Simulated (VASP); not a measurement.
Here is a VASP 6.6.1 calculation.

INCAR

```
ALGO     = Normal         # electronic algorithm
EDIFF    = 1E-6           # SCF threshold, eV
ENCUT    = 520            # plane-wave cutoff, eV
ISIF     = 2              # what is computed and relaxed
ISMEAR   = 0              # smearing method
LASPH    = T              # aspherical terms in the spheres
LCHARG   = F              # write CHGCAR
LREAL    = F              # projectors in reciprocal space
LWAVE    = F              # write WAVECAR
NBANDS   = 9              # bands
NELM     = 100            # most SCF steps
PREC     = Accurate       # precision mode
SIGMA    = 0.15           # smearing width, eV
```

File KPOINTS:

```
k-points
0
Gamma
  30 30 18
```

File POSCAR:

```
Be
1.0
    2.1149041440      0.0000000000      0.0000000000
   -1.0574520720      1.8315607153      0.0000000000
    0.0000000000      0.0000000000      3.3407471787
Be
2
Direct
    0.3333333333      0.6666666667      0.2500000000
    0.6666666667      0.3333333333      0.7500000000
```

Potentials or basis: VASP PAW LDA potentials, release 64 (Be).

Command:

```bash
$ cat potpaw_LDA.64/Be/POTCAR > POTCAR
$ mpirun -np 1 vasp_std > vasp.out
```

Problem. What does it give for the band gap on the k mesh?

Solution. Zero (band 2 reaches 9.61 eV, above the bottom of band 3 at 7.22 eV).

Problem. Predict the pressure.

Solution. 26.9 GPa.

Stress tensor (GPa, compression positive):
```
26.13  0.00  0.00
 0.00 26.13  0.00
 0.00  0.00 28.34
```

Caveat: the cell differs from its parent crystal (strain -0.050 along x and y, -0.050 along z).
